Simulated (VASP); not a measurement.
# BaHg (Pm-3m) in VASP: notebook, part 2 of 2

VASP 6.6.1.

## Step 3: Single point, LDA, non-collinear spin, zero start, spin-orbit coupling

The input, INCAR:

```
PREC = Accurate ; ENCUT = 500
EDIFF = 1E-6 ; ISMEAR = -1
SIGMA = 0.1 ; LREAL = F
LASPH = T ; NELM = 200
ALGO = Normal ; ISIF = 2
LWAVE = F ; LCHARG = F
MAGMOM = 0 0 0 0 0 0 ; LORBIT = 11
LSORBIT = T ; GGA_COMPAT = F
LORBMOM = T ; GGA = CA
NBANDS = 34
```

The input, KPOINTS:

```
regular mesh
0
Gamma
  5 5 5
```

The input, POSCAR:

```
BaHg
1.0
    4.1787600000      0.0000000000      0.0000000000
    0.0000000000      4.1787600000      0.0000000000
    0.0000000000      0.0000000000      4.1787600000
Ba Hg
1 1
Direct
    0.0000000000      0.0000000000      0.0000000000
    0.5000000000      0.5000000000      0.5000000000
```

Potentials or basis: VASP PAW LDA potentials, release 64 (Ba_sv, Hg).

Started as:

```
cat potpaw_LDA.64/Ba_sv/POTCAR potpaw_LDA.64/Hg/POTCAR > POTCAR
mpirun -np 1 vasp_ncl > vasp.out
```

OUTCAR:

```text
PREC = Accurate
   ENCUT = 500
   EDIFF = 1E-6
   ISMEAR = -1
   LREAL = F
   LASPH = T
   NELM = 200
   ISIF = 2
   LORBIT = 11
   LSORBIT = T
   GGA = CA

 ion  position               nearest neighbor table
   1  0.000  0.000  0.000-   2 3.62   2 3.62   2 3.62   2 3.62   2 3.62   2 3.62   2 3.62   2 3.62

   2  0.500  0.500  0.500-   1 3.62   1 3.62   1 3.62   1 3.62   1 3.62   1 3.62   1 3.62   1 3.62

  LATTYP: Found a simple cubic cell.
 ALAT       =     4.1787600000

  Lattice vectors:

 A1 = (   4.1787600000,   0.0000000000,   0.0000000000)
 A2 = (   0.0000000000,   4.1787600000,   0.0000000000)
 A3 = (   0.0000000000,   0.0000000000,   4.1787600000)

Analysis of symmetry for initial positions (statically):
=====================================================================
 Subroutine PRICEL returns:
 Original cell was already a primitive cell.

 Routine SETGRP: Setting up the symmetry group for a
 simple cubic supercell.

 Subroutine GETGRP returns: Found 48 space group operations
[... 619 lines left out ...]
     0.0000000     0.0000000     0.0000000     0.0000000     0.0000000     0.0000000     0.0000000
     0.0000000     0.0000000     0.0000000     0.0000000     0.0000000     0.0000000     0.0000000
     0.0000000     0.0000000     0.0000000     0.0000000     0.0000000     0.0000000     0.0000000
     0.0000000     0.0000000     0.0000000     0.0000000     0.0000000     0.0000000     0.0000000
     0.0000000     0.0000000     0.0000000     0.0000000     0.0000000     0.0000000     0.0000000
     0.0000000     0.0000000     0.0000000     0.0000000     0.0000000     0.0000000     0.0000000

 Ion:    2  E_soc:     -0.6737312
 l=   1
     0.0000000    -0.0413337    -0.0413337
    -0.0413337     0.0000000    -0.0413337
    -0.0413337    -0.0413337     0.0000000
 l=   2
     0.0000000    -0.0144363     0.0000000    -0.0144363    -0.0565185
    -0.0144363     0.0000000    -0.0423889    -0.0144363    -0.0141296
     0.0000000    -0.0423889     0.0000000    -0.0423889     0.0000000
    -0.0144363    -0.0144363    -0.0423889     0.0000000    -0.0141296
    -0.0565185    -0.0141296     0.0000000    -0.0141296     0.0000000
 l=   3
     0.0000000     0.0000000     0.0000000     0.0000000     0.0000000     0.0000000     0.0000000
     0.0000000     0.0000000     0.0000000     0.0000000     0.0000000     0.0000000     0.0000000
     0.0000000     0.0000000     0.0000000     0.0000000     0.0000000     0.0000000     0.0000000
     0.0000000     0.0000000     0.0000000     0.0000000     0.0000000     0.0000000     0.0000000
     0.0000000     0.0000000     0.0000000     0.0000000     0.0000000     0.0000000     0.0000000
     0.0000000     0.0000000     0.0000000     0.0000000     0.0000000     0.0000000     0.0000000
     0.0000000     0.0000000     0.0000000     0.0000000     0.0000000     0.0000000     0.0000000

 total charge

# of ion       s       p       d       tot
------------------------------------------
    1        2.040   5.557   0.310   7.907
    2        0.932   0.305   9.260  10.498
--------------------------------------------------
tot          2.972   5.862   9.571  18.405

 magnetization (x)

# of ion       s       p       d       tot
------------------------------------------
    1        0.000  -0.000   0.000  -0.000
    2       -0.000   0.000   0.000  -0.000
--------------------------------------------------
tot          0.000  -0.000   0.000  -0.000

 magnetization (y)

# of ion       s       p       d       tot
------------------------------------------
    1       -0.000  -0.000   0.000  -0.000
    2        0.000  -0.000   0.000  -0.000
--------------------------------------------------
tot         -0.000  -0.000   0.000  -0.000

 magnetization (z)

# of ion       s       p       d       tot
------------------------------------------
    1        0.000  -0.000  -0.000  -0.000
    2       -0.000   0.000   0.000   0.000
--------------------------------------------------
tot          0.000  -0.000  -0.000  -0.000
```

OSZICAR:

```text
N       E                     dE             d eps       ncg     rms          rms(c)
DAV:   1     0.157958011856E+03    0.15796E+03   -0.98440E+03   680   0.114E+03
DAV:   2     0.478624300740E+01   -0.15317E+03   -0.14461E+03   794   0.274E+02
DAV:   3    -0.470037865985E+01   -0.94866E+01   -0.93856E+01   880   0.682E+01
DAV:   4    -0.510041302268E+01   -0.40003E+00   -0.39875E+00  1006   0.884E+00
DAV:   5    -0.510514562294E+01   -0.47326E-02   -0.47308E-02   824   0.892E-01    0.405E+00
DAV:   6    -0.487374614887E+01    0.23140E+00   -0.75199E-01   830   0.686E+00    0.285E+00
DAV:   7    -0.486646596256E+01    0.72802E-02   -0.51138E-02   778   0.124E+00    0.162E+00
DAV:   8    -0.486300355588E+01    0.34624E-02   -0.54081E-03   878   0.692E-01    0.419E-01
DAV:   9    -0.486290594562E+01    0.97610E-04   -0.25448E-04   902   0.105E-01    0.871E-02
DAV:  10    -0.486290269588E+01    0.32497E-05   -0.82828E-05   898   0.652E-02    0.237E-02
DAV:  11    -0.486290640712E+01   -0.37112E-05   -0.20013E-05   818   0.257E-02    0.458E-03
DAV:  12    -0.486290656116E+01   -0.15403E-06   -0.16177E-06   604   0.669E-03
   1 F= -.48629066E+01 E0= -.48330224E+01  d E =-.597682E-01  mag=    -0.0000    -0.0000    -0.0000
```

stdout:

```text
POSCAR found type information on POSCAR BaHg
 POSCAR found :  2 types and       2 ions
 scaLAPACK will be used
 LDA part: xc-table for (Slater(with rela. corr.)+CA(PZ))
 , standard interpolation
 POSCAR, INCAR and KPOINTS ok, starting setup
 FFT: planning ... GRIDC
 FFT: planning ... GRID_SOFT
 FFT: planning ... GRID
 WAVECAR not read
 entering main loop
```

Run time: 50 s. Hardware: 1 thread of Intel Xeon Platinum 8259CL at 2.50GHz (Skylake/Cascade Lake), shared host; peak memory 0.24 GiB.

What came out:

- Free energy: -4.8629 eV
- Pressure: -2.7 GPa
- Net moment: 0.00 μB per cell
- Valence electrons inside the program's atomic spheres: Ba 7.91; Hg 10.50

Moments on the atoms (μB; x, y, z):
```
Ba  0.00 0.00 0.00
Hg  0.00 0.00 0.00
```
